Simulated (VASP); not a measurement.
# Al (P6_3/mmc) in VASP: a series of runs

Al is run at these levels: LDA, r2SCAN; tasks: single point.

Everything below comes from runs of VASP 6.6.1. Logs are shortened: lines on timing, memory, paths and dates and some standing lists are left out, and cuts for length are marked.

## Step 1: The cell of the first run

The structure is hexagonal, space group P6_3/mmc (No. 194). The conventional cell has a = 2.868 Å, b = 2.868 Å, c = 4.962 Å, α = 90.00°, β = 90.00°, γ = 120.00°. Al (site symmetry -6m2) has 12 Al at 2.87 to 2.98 Å within 3.8 Å.

## Step 2: Single point, LDA

Input file INCAR:

```
  PREC = Accurate
  ENCUT = 520
  EDIFF = 1E-7
  ISMEAR = -1
  SIGMA = 0.05
  LREAL = False
  LASPH = True
  NELM = 100
  ALGO = Fast
  ISIF = 2
  LWAVE = False
  LCHARG = False
  GGA = CA
  NBANDS = 10
```

Input file KPOINTS:

```
regular mesh
0
Gamma
  11 11 6
```

Input file POSCAR:

```
Al
1.0
    2.8676155389      0.0000000000      0.0000000000
   -1.4338077694      2.4834279049      0.0000000000
    0.0000000000      0.0000000000      4.9623026648
Al
2
Direct
    0.3333333333      0.6666666667      0.2500000000
    0.6666666667      0.3333333333      0.7500000000
```

Potentials or basis: VASP PAW LDA potentials, release 64 (Al).

Command:

```sh
$ cat potpaw_LDA.64/Al/POTCAR > POTCAR
$ mpirun -np 1 vasp_std > vasp.out
```

OUTCAR:

```text
PREC = Accurate
   ENCUT = 520
   EDIFF = 1E-7
   ISMEAR = -1
   LREAL = False
   LASPH = True
   NELM = 100
   ISIF = 2
   GGA = CA

 ion  position               nearest neighbor table
   1  0.333  0.667  0.250-   2 2.98   2 2.98   2 2.98   2 2.98   2 2.98   2 2.98
   2  0.667  0.333  0.750-   1 2.98   1 2.98   1 2.98   1 2.98   1 2.98   1 2.98

  LATTYP: Found a hexagonal cell.
 ALAT       =     2.8676155389
 C/A-ratio  =     1.7304630267

  Lattice vectors:

 A1 = (   2.8676155389,   0.0000000000,   0.0000000000)
 A2 = (  -1.4338077694,   2.4834279049,   0.0000000000)
 A3 = (   0.0000000000,   0.0000000000,   4.9623026648)

Analysis of symmetry for initial positions (statically):
=====================================================================
 Subroutine PRICEL returns:
 Original cell was already a primitive cell.

 Routine SETGRP: Setting up the symmetry group for a
 hexagonal supercell.

 Subroutine GETGRP returns: Found 24 space group operations
 (whereof 12 operations were pure point group operations)
 out of a pool of 24 trial point group operations.

The static configuration has the point symmetry D_3d.
 The point group associated with its full space group is D_6h.

Analysis of symmetry for dynamics (positions and initial velocities):
=====================================================================
 Subroutine PRICEL returns:
 Original cell was already a primitive cell.

 Routine SETGRP: Setting up the symmetry group for a
 hexagonal supercell.

 Subroutine GETGRP returns: Found 24 space group operations
 (whereof 12 operations were pure point group operations)
 out of a pool of 24 trial point group operations.

The dynamic configuration has the point symmetry D_3d.
 The point group associated with its full space group is D_6h.

 Subroutine INISYM returns: Found 24 space group operations
 (whereof 12 operations are pure point group operations),
 and found     1 'primitive' translations

----------------------------------------------------------------------------------------

                                     Primitive cell

  volume of cell :      35.3391

  direct lattice vectors                    reciprocal lattice vectors
     2.867615539  0.000000000  0.000000000     0.348721782  0.201334615  0.000000000
    -1.433807769  2.483427905  0.000000000     0.000000000  0.402669229  0.000000000
     0.000000000  0.000000000  4.962302665     0.000000000  0.000000000  0.201519348

  length of vectors
     2.867615539  2.867615539  4.962302665     0.402669229  0.402669229  0.201519348

  position of ions in fractional coordinates (direct lattice)
     0.333333333  0.666666667  0.250000000
     0.666666667  0.333333333  0.750000000

  ion indices of the primitive-cell ions
   primitive index   ion index
                 1           1
                 2           2

----------------------------------------------------------------------------------------

 KPOINTS: regular mesh

Automatic generation of k-mesh.
 Grid dimensions read from file:
 generate k-points for:   11   11    6

 Generating k-lattice:

  Cartesian coordinates                     Fractional coordinates (reciprocal lattice)
     0.031701980  0.018303147  0.000000000     0.090909091  0.000000000  0.000000000
     0.000000000  0.036606294  0.000000000     0.000000000  0.090909091  0.000000000
     0.000000000  0.000000000  0.033586558     0.000000000  0.000000000  0.166666667

  Length of vectors
     0.036606294  0.036606294  0.033586558

  Shift w.r.t. Gamma in fractional coordinates (k-lattice)
     0.000000000  0.000000000  0.000000000

 Subroutine IBZKPT returns following result:
 ===========================================

 Found     64 irreducible k-points:

 Following reciprocal coordinates:
            Coordinates               Weight
  0.000000  0.000000  0.000000      1.000000
  0.090909  0.000000  0.000000      6.000000
  0.181818 -0.000000  0.000000      6.000000
  0.272727  0.000000  0.000000      6.000000
  0.363636 -0.000000  0.000000      6.000000
  0.454545  0.000000  0.000000      6.000000
[... 16 lines left out ...]
  0.090909  0.090909  0.166667     12.000000
  0.181818  0.090909  0.166667     24.000000
 [... further k-points ...]
   k-points           NKPTS =     64   k-points in BZ     NKDIM =     64   number of bands    NBANDS=     10
   number of dos      NEDOS =    301   number of ions     NIONS =      2
   total plane-waves  NPLWV =  23040
   dimension x,y,z NGX =    24 NGY =   24 NGZ =   40
   dimension x,y,z NGXF=    48 NGYF=   48 NGZF=   80
   ions per type =               2
   NGX,Y,Z   is equivalent  to a cutoff of  13.91, 13.91, 13.40 a.u.
   NGXF,Y,Z  is equivalent  to a cutoff of  27.83, 27.83, 26.80 a.u.
 SYSTEM =  unknown system
   PREC   = accura    normal or accurate (medium, high low for compatibility)
   ISTART =      0    job   : 0-new  1-cont  2-samecut
   ICHARG =      2    charge: 1-file 2-atom 10-const
   ISPIN  =      1    spin polarized calculation?
   LNONCOLLINEAR =      F non collinear calculations
   LSORBIT =      F    spin-orbit coupling
   LASPH  =      T    aspherical Exc in radial PAW
   ENCUT  =  520.0 eV  38.22 Ry    6.18 a.u.   5.33  5.33  9.23*2*pi/ulx,y,z
   NELM   =    100;   NELMIN=  2; NELMDL= -5     # of ELM steps
   EDIFF  = 0.1E-06   stopping-criterion for ELM
   LREAL  =      F    real-space projection
   EDIFFG = 0.1E-05   stopping-criterion for IOM
   NSW    =      0    number of steps for IOM
   IBRION =     -1    ionic relax: 0-MD 1-quasi-New 2-CG
   NFREE  =      0    steps in history (QN), initial steepest desc. (CG)
   ISIF   =      2    stress and relaxation
   ISYM   =      2    0-nonsym 1-usesym 2-fastsym
   POTIM  = 0.5000    time-step for ionic-motion
   TEBEG  =    0.0;   TEEND  =   0.0 temperature during run
   PSTRESS=    0.0 pullay stress
   NELECT =       6.0000    total number of electrons
   NUPDOWN=      -1.0000    fix difference up-down
   EMIN   =  10.00;   EMAX   =-10.00  energy-range for DOS
   EFERMI =   0.00;   METHOD = LEGACY
   ISMEAR =    -1;   SIGMA  =   0.05  broadening in eV -4-tet -1-fermi 0-gaus
   EFERMI_NEDOS =   21; number of points for ismear=-14 and -15
   IALGO  =     68    algorithm
   IMIX   =      4    mixing-type and parameters
     AMIX     =   0.40;   BMIX     =  1.00
     AMIX_MAG =   1.60;   BMIX_MAG =  1.00
  volume/ion in A,a.u.               =      17.67       119.24
  Fermi-wavevector in a.u.,A,eV,Ry     =   0.906512  1.713058 11.180767  0.821763
  Thomas-Fermi vector in A             =   2.030208
   LORBIT       =      0    0 simple, 1 ext, 2 COOP (PROOUT), +10 PAW based schemes
   GGA     = CA    functional components
   LHFCALC =     F    Hartree Fock is set to
   AEXX    =    0.0000 exact exchange contribution
   IVDW    =     0    specifies the selected vdW correction
   LEPSILON=     F    determine dielectric tensor
   LRPA    =     F    only Hartree local field effects (RPA)
 non-spin polarized calculation
 RMM-DIIS sequential band-by-band and
  energy-cutoff  :      520.00
  volume of cell :       35.34
 maximum number of plane-waves:       991
 NGX is ok and might be reduce to    24
   NGX = 11   NGY = 11   NGZ = 19

 number of electron       6.0000000 magnetization

 Free energy of the ion-electron system (eV)
  ---------------------------------------------------
  ext. energy  EPLUGINS =         0.00000000
  ---------------------------------------------------
  free energy    TOTEN  =        -8.25095373 eV

  energy without entropy =       -8.24525261  energy(sigma->0) =       -8.24810317

 E-fermi :   7.1188     XC(G=0): -10.0921

 val. band max:        7.0547710855   @ k =   0.2727   0.1818   0.3333
 cond. band min:       7.1269760917   @ k =   0.4545   0.0000   0.0000
 fundamental gap:      0.0722050061
 Fermi energy:         7.1188262888

 k-point     1 :       0.0000    0.0000    0.0000
  band No.  band energies     occupation
      1      -3.5434      2.00000
      2       2.1106      2.00000
      3       2.5647      2.00000
      4      17.8895      0.00000
      5      17.8895      0.00000
      6      17.9732      0.00000
      7      18.3515      0.00000
      8      18.3515      0.00000
      9      18.6885      0.00000
     10      21.1549      0.00000

 k-point     2 :       0.0909    0.0000    0.0000
  band No.  band energies     occupation
      1      -3.3456      2.00000
      2       2.3054      2.00000
      3       2.7499      2.00000
      4      15.0820      0.00000
      5      16.4041      0.00000
      6      17.4693      0.00000
      7      18.7385      0.00000
      8      18.8696      0.00000
      9      20.1057      0.00000
     10      20.1802      0.00000

 k-point     3 :       0.1818   -0.0000    0.0000
  band No.  band energies     occupation
      1      -2.7539      2.00000
      2       2.8858      2.00000
      3       3.3054      2.00000
      4      11.7879      0.00000
      5      15.0531      0.00000
      6      16.2049      0.00000
      7      16.9136      0.00000
      8      17.3658      0.00000
      9      19.5222      0.00000
     10      19.6166      0.00000

 k-point     4 :       0.2727    0.0000    0.0000
  band No.  band energies     occupation
      1      -1.7731      2.00000
      2       3.8349      2.00000
      3       4.2301      2.00000
      4       8.7202      0.00000
      5      13.7720      0.00000
      6      14.0397      0.00000
      7      14.4314      0.00000
      8      15.6360      0.00000
      9      18.6018      0.00000
     10      19.8173      0.00000
[... 222 lines left out ...]
 k-point    22 :       0.4545    0.0000    0.1667
  band No.  band energies     occupation
      1       1.4770      2.00000
      2       3.5441      2.00000
      3       5.3563      2.00000
      4       7.3148      0.03895
      5       9.1750      0.00000
      6      11.1057      0.00000
      7      13.1706      0.00000
      8      14.6498      0.00000
      9      16.5575      0.00000
     10      18.4367      0.00000

 k-point    23 :       0.0909    0.0909    0.1667
  band No.  band energies     occupation
      1      -2.7852      2.00000
      2       1.1296      2.00000
      3       4.9784      2.00000
      4      13.6266      0.00000
      5      13.6757      0.00000
      6      15.9368      0.00000
      7      17.1408      0.00000
      8      17.3021      0.00000
      9      19.5942      0.00000
     10      19.8957      0.00000

 k-point    24 :       0.1818    0.0909    0.1667
  band No.  band energies     occupation
      1      -1.9998      2.00000
      2       1.8952      2.00000
      3       5.7127      2.00000
      4      10.4963      0.00000
      5      12.4090      0.00000
      6      14.1601      0.00000
      7      15.9541      0.00000
      8      16.4503      0.00000
      9      17.9512      0.00000
     10      18.9647      0.00000

 [... further k-points ...]
[... 5 lines left out ...]
  --------------------------------------------------------------------------------------
  -------------------------------------------------------------------------------------
  Total       -1.1970388     -1.1970388     -1.8508103     -0.0000000     -0.0000000      0.0000000
  in kB      -54.2704072    -54.2704072    -83.9105881     -0.0000000     -0.0000000      0.0000000
  external PRESSURE =     -64.1504675 kB  Pullay stress =       0.0000000 kB

 VOLUME and BASIS-vectors are now :
 -----------------------------------------------------------------------------
  energy-cutoff  :      520.00
  volume of cell :       35.34
      direct lattice vectors                 reciprocal lattice vectors
     2.867615539  0.000000000  0.000000000     0.348721782  0.201334615  0.000000000
    -1.433807769  2.483427905  0.000000000     0.000000000  0.402669229  0.000000000
     0.000000000  0.000000000  4.962302665     0.000000000  0.000000000  0.201519348

 POSITION                                       TOTAL-FORCE (eV/Angst)
 -----------------------------------------------------------------------------------
     -0.00000      1.65562      1.24058         0.000000     -0.000000      0.000000
      1.43381      0.82781      3.72173        -0.000000      0.000000      0.000000
 -----------------------------------------------------------------------------------
    total drift:                                0.000000     -0.000000      0.000000

  FREE ENERGIE OF THE ION-ELECTRON SYSTEM (eV)
  ---------------------------------------------------
  free  energy   TOTEN  =        -8.2509537346 eV

  energy  without entropy=       -8.2452526137  energy(sigma->0) =       -8.24810317
```

It took 6.5 s on 1 thread of Intel Xeon 6975P-C (Granite Rapids), shared host; peak memory 0.14 GiB.

Results:

| Item | Value |
| --- | --- |
| Free energy | -8.2510 eV |
| Pressure | -6.4 GPa |
| Band gap on the k mesh | zero (band 3 reaches 10.46 eV, above the bottom of band 4 at 4.20 eV) |

## Step 3: Single point, r2SCAN

This run uses another cell than the first one, of 15.67 Å³/atom, 0.887 times its volume.

Input file POSCAR:

```
Al
1.0
    2.7550421937      0.0000000000      0.0000000000
   -1.3775210968      2.3859365282      0.0000000000
    0.0000000000      0.0000000000      4.7674986532
Al
2
Direct
    0.3333333333      0.6666666667      0.2500000000
    0.6666666667      0.3333333333      0.7500000000
```

Input file INCAR.step1:

```
PREC     = Accurate       # precision mode
ENCUT    = 520            # plane-wave cutoff, eV
ISMEAR   = -1             # smearing method
SIGMA    = 0.05           # smearing width, eV
LREAL    = False          # projectors in reciprocal space
LASPH    = True           # aspherical terms in the spheres
NELM     = 80             # most SCF steps
NBANDS   = 10             # bands
GGA      = PE             # functional
ALGO     = Normal         # electronic algorithm
EDIFF    = 1E-4           # SCF threshold, eV
LWAVE    = True           # write WAVECAR
LCHARG   = False          # write CHGCAR
```

Input file INCAR.step2:

```
PREC     = Accurate       # precision mode
ENCUT    = 520            # plane-wave cutoff, eV
EDIFF    = 1E-7           # SCF threshold, eV
ISMEAR   = -1             # smearing method
SIGMA    = 0.05           # smearing width, eV
LREAL    = False          # projectors in reciprocal space
LASPH    = True           # aspherical terms in the spheres
NELM     = 80             # most SCF steps
ALGO     = Normal         # electronic algorithm
ISIF     = 2              # what is computed and relaxed
LWAVE    = False          # write WAVECAR
LCHARG   = True           # write CHGCAR
METAGGA  = R2SCAN         # meta-GGA
LMIXTAU  = True         
LELF     = True           # ELF
LVHAR    = True         
NBANDS   = 10             # bands
ISTART   = 1
```

Input file KPOINTS:

```
Automatic mesh
0
Gamma
  11 11 6
```

Potentials or basis: VASP PAW PBE potentials, release 64 (Al).

Command:

```sh
$ cat potpaw_PBE.64/Al/POTCAR > POTCAR
$ cp INCAR.step1 INCAR
$ mpirun -np 1 vasp_std > vasp.out
$ cp INCAR.step2 INCAR
$ mpirun -np 1 vasp_std > vasp.out
```

Run time: 26 s. Hardware: 1 thread of Intel Xeon 6975P-C (Granite Rapids), shared host; peak memory 0.14 GiB.

It converged, with:

```
Free energy            : -13.3965 eV
Pressure               : 2.2 GPa
Band gap on the k mesh : zero (band 3 reaches 12.32 eV, above the bottom of band 4 at 5.46 eV)
```

Stress tensor (GPa, compression positive):
```
 4.69  0.00  0.00
 0.00  4.69  0.00
 0.00  0.00 -2.73
```

Levels at points of the mesh, in eV from the Fermi level:
```csv
k point,band 1,band 2,band 3,band 4,band 5,band 6
"(0.00, 0.00, 0.00)",-12.30,-5.63,-5.43,11.99,12.66,12.66
"(0.00, 0.00, 0.50)",-10.58,-10.58,2.55,2.55,13.51,13.51
```

Caveat: the PAW data sets were made with another functional, which shifts forces and pressure a little.

[end of part 1 of 2]
